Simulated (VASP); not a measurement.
# SiC (F-43m) in VASP: notebook

SiC is run at these levels: PBE; tasks: single point, relaxation of cell and atoms.

All numbers are computed with VASP 6.6.1; they aren't measurements. Logs are shortened: lines on timing, memory, paths and dates and some standing lists are left out, and cuts for length are marked.

**1. The cell of the first run**

The structure is cubic, space group F-43m (No. 216). Conventional cell: a = 4.380 Å, b = 4.380 Å, c = 4.380 Å, α = 90.00°, β = 90.00°, γ = 90.00°. Within 2.5 Å of Si (site symmetry -43m) lie 4 C at 1.90 Å. C (site symmetry -43m) has 4 Si at 1.90 Å within 2.5 Å.

**2. Single point, PBE**

Input file INCAR:

```
SYSTEM = SiC
ALGO = Normal
EDIFF = 1E-6
ENCUT = 520
GGA = PE
ISIF = 2
ISMEAR = 0
LASPH = .True.
LCHARG = .False.
LREAL = .False.
LWAVE = .False.
NBANDS = 11
NELM = 100
PREC = Accurate
SIGMA = 0.02
```

Input file KPOINTS:

```
k-points
0
Gamma
  10 10 10
  0 0 0
```

Input file POSCAR:

```
SiC
1.0
    0.0000000000      2.1898629700      2.1898629700
    2.1898629700      0.0000000000      2.1898629700
    2.1898629700      2.1898629700      0.0000000000
Si C
1 1
Direct
    0.2500000000      0.2500000000      0.2500000000
    0.0000000000      0.0000000000      0.0000000000
```

Potentials or basis: VASP PAW PBE potentials, release 64 (Si, C).

Started as:

```bash
> cat potpaw_PBE.64/Si/POTCAR potpaw_PBE.64/C/POTCAR > POTCAR
> mpirun -np 1 vasp_std > vasp.out
```

OUTCAR:

```text
SYSTEM = SiC
   EDIFF = 1E-6
   ENCUT = 520
   GGA = PE
   ISIF = 2
   ISMEAR = 0
   LASPH = .True.
   LREAL = .False.
   NELM = 100
   PREC = Accurate

 ion  position               nearest neighbor table
   1  0.250  0.250  0.250-   2 1.90   2 1.90   2 1.90   2 1.90
   2  0.000  0.000  0.000-   1 1.90   1 1.90   1 1.90   1 1.90

  LATTYP: Found a face centered cubic cell.
 ALAT       =     4.3797259400

  Lattice vectors:

 A1 = (   0.0000000000,   2.1898629700,   2.1898629700)
 A2 = (   2.1898629700,   0.0000000000,   2.1898629700)
 A3 = (   2.1898629700,   2.1898629700,   0.0000000000)

Analysis of symmetry for initial positions (statically):
=====================================================================
 Subroutine PRICEL returns:
 Original cell was already a primitive cell.

 Routine SETGRP: Setting up the symmetry group for a
 face centered cubic supercell.

 Subroutine GETGRP returns: Found 24 space group operations
 (whereof 24 operations were pure point group operations)
 out of a pool of 48 trial point group operations.

The static configuration has the point symmetry T_d .

Analysis of symmetry for dynamics (positions and initial velocities):
=====================================================================
 Subroutine PRICEL returns:
 Original cell was already a primitive cell.

 Routine SETGRP: Setting up the symmetry group for a
 face centered cubic supercell.

 Subroutine GETGRP returns: Found 24 space group operations
 (whereof 24 operations were pure point group operations)
 out of a pool of 48 trial point group operations.

The dynamic configuration has the point symmetry T_d .

 Subroutine INISYM returns: Found 24 space group operations
 (whereof 24 operations are pure point group operations),
 and found     1 'primitive' translations

----------------------------------------------------------------------------------------

                                     Primitive cell

  volume of cell :      21.0030

  direct lattice vectors                    reciprocal lattice vectors
     0.000000000  2.189862970  2.189862970    -0.228324789  0.228324789  0.228324789
     2.189862970  0.000000000  2.189862970     0.228324789 -0.228324789  0.228324789
     2.189862970  2.189862970  0.000000000     0.228324789  0.228324789 -0.228324789

  length of vectors
     3.096933912  3.096933912  3.096933912     0.395470135  0.395470135  0.395470135

  position of ions in fractional coordinates (direct lattice)
     0.250000000  0.250000000  0.250000000
     0.000000000  0.000000000  0.000000000

  ion indices of the primitive-cell ions
   primitive index   ion index
                 1           1
                 2           2

----------------------------------------------------------------------------------------

 KPOINTS: k-points

Automatic generation of k-mesh.
 Grid dimensions read from file:
 generate k-points for:   10   10   10

 Generating k-lattice:

  Cartesian coordinates                     Fractional coordinates (reciprocal lattice)
    -0.022832479  0.022832479  0.022832479     0.100000000  0.000000000  0.000000000
     0.022832479 -0.022832479  0.022832479     0.000000000  0.100000000  0.000000000
     0.022832479  0.022832479 -0.022832479     0.000000000  0.000000000  0.100000000

  Length of vectors
     0.039547013  0.039547013  0.039547013

  Shift w.r.t. Gamma in fractional coordinates (k-lattice)
     0.000000000  0.000000000  0.000000000

 Subroutine IBZKPT returns following result:
 ===========================================

 Found     47 irreducible k-points:

 Following reciprocal coordinates:
            Coordinates               Weight
  0.000000  0.000000  0.000000      1.000000
  0.100000  0.000000  0.000000      8.000000
  0.200000  0.000000  0.000000      8.000000
  0.300000  0.000000  0.000000      8.000000
  0.400000  0.000000  0.000000      8.000000
  0.500000  0.000000  0.000000      4.000000
[... 16 lines left out ...]
  0.300000  0.300000  0.000000      6.000000
  0.400000  0.300000  0.000000     24.000000
 [... further k-points ...]
   k-points           NKPTS =     47   k-points in BZ     NKDIM =     47   number of bands    NBANDS=     11
   number of dos      NEDOS =    301   number of ions     NIONS =      2
   total plane-waves  NPLWV =  13824
   dimension x,y,z NGX =    24 NGY =   24 NGZ =   24
   dimension x,y,z NGXF=    48 NGYF=   48 NGZF=   48
   ions per type =               1   1
   NGX,Y,Z   is equivalent  to a cutoff of  12.88, 12.88, 12.88 a.u.
   NGXF,Y,Z  is equivalent  to a cutoff of  25.77, 25.77, 25.77 a.u.
 SYSTEM =  SiC
   PREC   = accura    normal or accurate (medium, high low for compatibility)
   ISTART =      0    job   : 0-new  1-cont  2-samecut
   ICHARG =      2    charge: 1-file 2-atom 10-const
   ISPIN  =      1    spin polarized calculation?
   LNONCOLLINEAR =      F non collinear calculations
   LSORBIT =      F    spin-orbit coupling
   LASPH  =      T    aspherical Exc in radial PAW
   ENCUT  =  520.0 eV  38.22 Ry    6.18 a.u.   5.76  5.76  5.76*2*pi/ulx,y,z
   NELM   =    100;   NELMIN=  2; NELMDL= -5     # of ELM steps
   EDIFF  = 0.1E-05   stopping-criterion for ELM
   LREAL  =      F    real-space projection
   EDIFFG = 0.1E-04   stopping-criterion for IOM
   NSW    =      0    number of steps for IOM
   IBRION =     -1    ionic relax: 0-MD 1-quasi-New 2-CG
   NFREE  =      0    steps in history (QN), initial steepest desc. (CG)
   ISIF   =      2    stress and relaxation
   ISYM   =      2    0-nonsym 1-usesym 2-fastsym
   POTIM  = 0.5000    time-step for ionic-motion
   TEBEG  =    0.0;   TEEND  =   0.0 temperature during run
   PSTRESS=    0.0 pullay stress
   NELECT =       8.0000    total number of electrons
   NUPDOWN=      -1.0000    fix difference up-down
   EMIN   =  10.00;   EMAX   =-10.00  energy-range for DOS
   EFERMI =   0.00;   METHOD = LEGACY
   ISMEAR =     0;   SIGMA  =   0.02  broadening in eV -4-tet -1-fermi 0-gaus
   EFERMI_NEDOS =   21; number of points for ismear=-14 and -15
   IALGO  =     38    algorithm
   IMIX   =      4    mixing-type and parameters
     AMIX     =   0.40;   BMIX     =  1.00
     AMIX_MAG =   1.60;   BMIX_MAG =  1.00
  volume/ion in A,a.u.               =      10.50        70.87
  Fermi-wavevector in a.u.,A,eV,Ry     =   1.186710  2.242556 19.160817  1.408280
  Thomas-Fermi vector in A             =   2.322877
   LORBIT       =      0    0 simple, 1 ext, 2 COOP (PROOUT), +10 PAW based schemes
   GGA     = PE    functional components
   LHFCALC =     F    Hartree Fock is set to
   AEXX    =    0.0000 exact exchange contribution
   IVDW    =     0    specifies the selected vdW correction
   LEPSILON=     F    determine dielectric tensor
   LRPA    =     F    only Hartree local field effects (RPA)
 non-spin polarized calculation
 Gauss-broadening in eV      SIGMA  =   0.02
  energy-cutoff  :      520.00
  volume of cell :       21.00
 maximum number of plane-waves:       588
   NGX = 11   NGY = 11   NGZ = 11

 number of electron       8.0000001 magnetization

 Free energy of the ion-electron system (eV)
  ---------------------------------------------------
  ext. energy  EPLUGINS =         0.00000000
  ---------------------------------------------------
  free energy    TOTEN  =       -15.06083293 eV

  energy without entropy =      -15.06083293  energy(sigma->0) =      -15.06083293

 E-fermi :   8.0414     XC(G=0): -11.2912

 val. band max:        7.9404597621   @ k =   0.0000   0.0000   0.0000
 cond. band min:       9.3109517296   @ k =   0.5000   0.5000   0.0000
 fundamental gap:      1.3704919676
 Fermi energy:         8.0413899971

 k-point     1 :       0.0000    0.0000    0.0000
  band No.  band energies     occupation
      1      -7.3462      2.00000
      2       7.9405      2.00000
      3       7.9405      2.00000
      4       7.9405      2.00000
      5      13.9996      0.00000
      6      15.1449      0.00000
      7      15.1449      0.00000
      8      15.1449      0.00000
      9      22.3601      0.00000
     10      22.3601      0.00000
     11      24.1904      0.00000

 k-point     2 :       0.1000    0.0000    0.0000
  band No.  band energies     occupation
      1      -7.1532      2.00000
      2       6.9338      2.00000
      3       7.8072      2.00000
      4       7.8072      2.00000
      5      14.2823      0.00000
      6      15.3860      0.00000
      7      15.3860      0.00000
      8      15.4000      0.00000
      9      21.4262      0.00000
     10      21.4262      0.00000
     11      24.0913      0.00000

 k-point     3 :       0.2000    0.0000    0.0000
  band No.  band energies     occupation
      1      -6.5828      2.00000
      2       4.8285      2.00000
      3       7.5014      2.00000
      4       7.5014      2.00000
      5      14.0122      0.00000
      6      15.7484      0.00000
      7      15.7484      0.00000
      8      16.5852      0.00000
      9      20.7662      0.00000
     10      20.7662      0.00000
     11      23.2150      0.00000

 k-point     4 :       0.3000    0.0000    0.0000
  band No.  band energies     occupation
      1      -5.6710      2.00000
      2       2.5384      2.00000
      3       7.1865      2.00000
      4       7.1865      2.00000
      5      13.6038      0.00000
      6      15.6305      0.00000
      7      15.6305      0.00000
      8      17.5770      0.00000
      9      21.5624      0.00000
     10      21.5624      0.00000
     11      22.9280      0.00000

 k-point     5 :       0.4000    0.0000    0.0000
  band No.  band energies     occupation
      1      -4.5463      2.00000
      2       0.5103      2.00000
      3       6.9685      2.00000
      4       6.9685      2.00000
      5      13.3316      0.00000
      6      15.2696      0.00000
      7      15.2696      0.00000
      8      17.8949      0.00000
      9      23.4560      0.00000
     10      23.4560      0.00000
     11      23.4956      0.00000
[... 211 lines left out ...]
 k-point    21 :      -0.3000    0.2000    0.0000
  band No.  band energies     occupation
      1      -4.3215      2.00000
      2       1.5713      2.00000
      3       4.1631      2.00000
      4       6.7758      2.00000
      5      13.4778      0.00000
      6      16.0726      0.00000
      7      16.6071      0.00000
      8      18.0878      0.00000
      9      20.5861      0.00000
     10      23.2367      0.00000
     11      26.8263      0.00000

 k-point    22 :      -0.2000    0.2000    0.0000
  band No.  band energies     occupation
      1      -5.3648      2.00000
      2       3.1632      2.00000
      3       4.7524      2.00000
      4       7.2933      2.00000
      5      14.4259      0.00000
      6      15.8206      0.00000
      7      16.2214      0.00000
      8      16.9768      0.00000
      9      19.4074      0.00000
     10      23.2149      0.00000
     11      26.9256      0.00000

 k-point    23 :       0.3000    0.3000    0.0000
  band No.  band energies     occupation
      1      -5.1016      2.00000
      2       3.5865      2.00000
      3       5.5994      2.00000
      4       5.5994      2.00000
      5      11.0844      0.00000
      6      13.4960      0.00000
      7      19.3288      0.00000
      8      19.3288      0.00000
      9      20.1805      0.00000
     10      24.9165      0.00000
     11      29.4495      0.00000

 k-point    24 :       0.4000    0.3000    0.0000
  band No.  band energies     occupation
      1      -4.2446      2.00000
      2       2.3770      2.00000
      3       4.8191      2.00000
      4       5.3393      2.00000
      5      10.7988      0.00000
      6      13.5029      0.00000
      7      19.4030      0.00000
      8      19.7316      0.00000
      9      21.5348      0.00000
     10      25.8803      0.00000
     11      28.9680      0.00000

 [... further k-points ...]

------------------------ aborting loop because EDIFF is reached ----------------------------------------

  FORCE on cell =-STRESS in cart. coord.  units (eV):
  Direction    XX          YY          ZZ          XY          YZ          ZX
  --------------------------------------------------------------------------------------
  -------------------------------------------------------------------------------------
  Total       -0.0061862     -0.0061862     -0.0061862      0.0000000      0.0000000      0.0000000
  in kB       -0.4719041     -0.4719041     -0.4719041      0.0000000      0.0000000      0.0000000
  external PRESSURE =      -0.4719041 kB  Pullay stress =       0.0000000 kB

 VOLUME and BASIS-vectors are now :
 -----------------------------------------------------------------------------
  energy-cutoff  :      520.00
  volume of cell :       21.00
      direct lattice vectors                 reciprocal lattice vectors
     0.000000000  2.189862970  2.189862970    -0.228324789  0.228324789  0.228324789
     2.189862970  0.000000000  2.189862970     0.228324789 -0.228324789  0.228324789
     2.189862970  2.189862970  0.000000000     0.228324789  0.228324789 -0.228324789

 POSITION                                       TOTAL-FORCE (eV/Angst)
 -----------------------------------------------------------------------------------
      1.09493      1.09493      1.09493         0.000000      0.000000     -0.000000
      0.00000      0.00000      0.00000        -0.000000     -0.000000      0.000000
 -----------------------------------------------------------------------------------
    total drift:                               -0.000000     -0.000000     -0.000000

  FREE ENERGIE OF THE ION-ELECTRON SYSTEM (eV)
  ---------------------------------------------------
  free  energy   TOTEN  =       -15.0608329321 eV

  energy  without entropy=      -15.0608329321  energy(sigma->0) =      -15.06083293
```

It took 7.9 s on 1 thread of AMD EPYC 7R43 (Zen 3), shared host; peak memory 0.1 GiB.

What came out:

```yaml
Free_energy: -15.0608 eV
Pressure: 0.0 GPa
Band_gap_on_the_k_mesh: 1.37 eV, indirect (least direct gap 4.53 eV)
```

**3. Relaxation of cell and atoms, PBE**

This run uses another cell than the first one, of 10.32 Å³/atom, 0.982 times its volume.

Input file INCAR:

```
SYSTEM = SiC
ALGO = Normal ; EDIFF = 1E-7
EDIFFG = -0.01 ; ENCUT = 600
GGA = PE ; IBRION = 2
ISIF = 3 ; ISMEAR = 0
LASPH = .TRUE. ; LCHARG = .FALSE.
LREAL = .FALSE. ; LWAVE = .FALSE.
NELM = 100 ; NSW = 100
PREC = Accurate ; SIGMA = 0.02
```

Input file KPOINTS:

```
k-points
0
G
  10 10 10
  0 0 0
```

Input file POSCAR:

```
SiC
1.0
    0.0000000000      2.1769967100      2.1769967100
    2.1769967100      0.0000000000      2.1769967100
    2.1769967100      2.1769967100      0.0000000000
Si C
1 1
Direct
    0.2500000000      0.2500000000      0.2500000000
    0.0000000000      0.0000000000      0.0000000000
```

Potentials or basis: VASP PAW PBE potentials, release 64 (Si, C).

Started as:

```bash
> cat potpaw_PBE.64/Si/POTCAR potpaw_PBE.64/C/POTCAR > POTCAR
> mpirun -np 1 vasp_std > vasp.out
```

Wall time 24 s (1 thread of AMD EPYC 7R43 (Zen 3), shared host); peak memory 0.12 GiB.

It converged, with:

* Free energy: -15.0618 eV
* Relaxed volume: 10.49 Å³/atom
* Relaxed cell: a = 3.096 Å, b = 3.096 Å, c = 3.096 Å, α = 60.00°, β = 60.00°, γ = 60.00°
* Space group after relaxing (to 0.05 Å): F-43m (No. 216)
* Energy gained by relaxing: 2.0 meV/atom
* Ionic steps: 3
* Pressure after relaxing: 0.0 GPa
* Band gap on the k mesh: 1.37 eV, indirect (least direct gap 4.53 eV)

Step by step:
```csv
step,energy change (eV),largest force (eV/Å),pressure (GPa),volume (Å³)
1,0.0000,0.0000,3.70,20.63
2,0.0002,0.0000,-3.56,21.35
3,-0.0040,0.0000,0.00,20.99
```

Final structure:
```
CELL_PARAMETERS angstrom
0.00000 2.18927 2.18927
2.18927 0.00000 2.18927
2.18927 2.18927 0.00000
ATOMIC_POSITIONS crystal
Si 0.25000 0.25000 0.25000
C 0.00000 0.00000 0.00000
```

Levels at points of the mesh, in eV from the valence-band top:
| k point | band 1 | band 2 | band 3 | band 4 | band 5 | band 6 | band 7 | band 8 |
| --- | --- | --- | --- | --- | --- | --- | --- | --- |
| (0.00, 0.00, 0.00) | -15.29 | 0.00 | 0.00 | 0.00 | 6.07 | 7.21 | 7.21 | 7.21 |
| (0.50, 0.00, 0.00) | -11.78 | -8.46 | -1.05 | -1.05 | 5.31 | 7.17 | 7.17 | 9.98 |
| (0.50, 0.50, 0.00) | -10.34 | -7.75 | -3.16 | -3.16 | 1.37 | 4.27 | 13.87 | 13.87 |
